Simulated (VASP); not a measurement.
The system is In3BiO3.

```
In Bi O
1.0
     4.10839    2.26056    2.71964
    -4.00590    2.25027    2.57102
     0.04233   -4.49195    2.62856
In Bi O
3 1 3
Direct
  0.86139 0.37433 0.33847
  0.35553 0.34832 0.87475
  0.38120 0.86647 0.37389
  0.95546 0.97534 0.97369
  0.61832 0.17574 0.59934
  0.61408 0.60183 0.19288
  0.15402 0.59797 0.58697
```

```yaml
Program: VASP 6.6.1
Task: relaxation of cell and atoms
Functional: PBE
Potentials_or_basis: VASP PAW PBE potentials, release 64 (In_d, Bi_d, O)
Cutoff: 600 eV
k_mesh: 3 × 3 × 3
Occupations: gaussian, width 0.1 eV
Spin: no spin polarisation
```

At the start: pressure 1.0 GPa; volume 20.64 Å³/atom.

**Question.** Where does the relaxation end?

**Answer.** Over 16 steps the energy falls by 78.2 meV/atom and the volume is 20.69 Å³/atom (+0.2 %); space group P1 (No. 1, to 0.1 Å) before, R3m (No. 160, to 0.1 Å).

Step by step:
| step | energy change (eV) | largest force (eV/Å) | pressure (GPa) | volume (Å³) |
| --- | --- | --- | --- | --- |
| 1 | 0.0000 | 1.5874 | 0.98 | 144.48 |
| 2 | -0.3570 | 0.6781 | -1.88 | 147.07 |
| 3 | -0.3704 | 0.5596 | -2.30 | 147.72 |
| 4 | -0.4820 | 0.3389 | 0.84 | 141.92 |
| 5 | -0.4823 | 0.3417 | 0.68 | 142.16 |
| 6 | -0.5164 | 0.2026 | 0.23 | 143.20 |
| 7 | -0.5180 | 0.2742 | 0.14 | 143.46 |
| 8 | -0.5296 | 0.2224 | -0.13 | 144.12 |
| 9 | -0.5358 | 0.1872 | -0.49 | 145.07 |
| 10 | -0.5428 | 0.1183 | 0.14 | 144.23 |
| 11 | -0.5432 | 0.1276 | 0.31 | 144.01 |
| 12 | -0.5458 | 0.0566 | 0.06 | 144.61 |
| 13 | -0.5460 | 0.0601 | -0.03 | 144.83 |
| 14 | -0.5469 | 0.0383 | -0.05 | 144.93 |
| 15 | -0.5471 | 0.0346 | -0.06 | 144.99 |
| 16 | -0.5473 | 0.0145 | 0.05 | 144.81 |

Final structure:
```cif
data_structure
_symmetry_space_group_name_H-M 'P 1'
_symmetry_Int_Tables_number 1
_cell_length_a 5.3089
_cell_length_b 5.3090
_cell_length_c 5.3101
_cell_angle_alpha 98.049
_cell_angle_beta 98.006
_cell_angle_gamma 98.012
_cell_volume 144.81
loop_
_atom_site_label
_atom_site_type_symbol
_atom_site_fract_x
_atom_site_fract_y
_atom_site_fract_z
_atom_site_occupancy
In1 In 0.85066 0.36270 0.36249 1
In2 In 0.36231 0.36241 0.85047 1
In3 In 0.36270 0.85117 0.36283 1
Bi1 Bi 0.97128 0.97085 0.97152 1
O1 O 0.60371 0.18636 0.60352 1
O2 O 0.60300 0.60317 0.18591 1
O3 O 0.18634 0.60335 0.60327 1
```
